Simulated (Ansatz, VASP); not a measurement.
## Cs: VASP beside Ansatz

The input INCAR:

```
  ALGO = Normal
  EDIFF = 1E-6
  ENCUT = 520
  ISIF = 2
  ISMEAR = -1
  LASPH = T
  LCHARG = T
  LELF = T
  LREAL = F
  LVHAR = T
  LWAVE = F
  NBANDS = 10
  NELM = 80
  PREC = Accurate
  SIGMA = 0.01
```

Contents of KPOINTS:

```
k-points
0
Gamma
  8 8 8
```

POSCAR

```
Cs
1.0
   -2.8840810378      2.8840810378      2.8840810378
    2.8840810378     -2.8840810378      2.8840810378
    2.8840810378      2.8840810378     -2.8840810378
Cs
1
Direct
    0.0000000000      0.0000000000      0.0000000000
```

Input for Ansatz:

```yaml
crystal:
  lattice:
    - [-2.8840810378, 2.8840810378, 2.8840810378]
    - [2.8840810378, -2.8840810378, 2.8840810378]
    - [2.8840810378, 2.8840810378, -2.8840810378]
  atoms:
    - { symbol: Cs, position: [0.0, 0.0, 0.0] }
hamiltonian:
  xc: lda
  pseudopotentials:
    kind: paw
    azcp:
      Cs: "pseudopotentials/Cs.paw.azcp"
basis:
  ecutwfc: 420
  fft_grid_basis: typed
kpoints:
  mp_grid: { grid: [8, 8, 8], shift: [0, 0, 0] }
magnetization:
  spin_polarized: false
scf:
  occupations: { method: fermi_dirac, width: 0.01 }
  lower_state_search: "off"
output:
  stress: true
```

Alike in both runs: task single point; functional LDA; k mesh 8 × 8 × 8; occupations fermi-dirac, width 0.01 eV; no spin polarisation.

```csv
,VASP,Ansatz
version,VASP 6.6.1,Ansatz 0.2.0
potentials or method,"VASP PAW LDA potentials, release 64 (Cs_sv), cutoff 520 eV","plane waves (420 eV) with PAW, scalar-relativistic"
valence electrons in the cell,9,9
```

|  | VASP | Ansatz | Ansatz less VASP |
| --- | --- | --- | --- |
| pressure (GPa) | 0.0 | 0.0 | +0.01 |

Ansatz warns that its potentials were made for another functional, while VASP's fit it. LDA's correlation is that of Perdew and Zunger in VASP and of Perdew and Wang (1992) in Ansatz.

Neither program's run includes spin-orbit coupling.
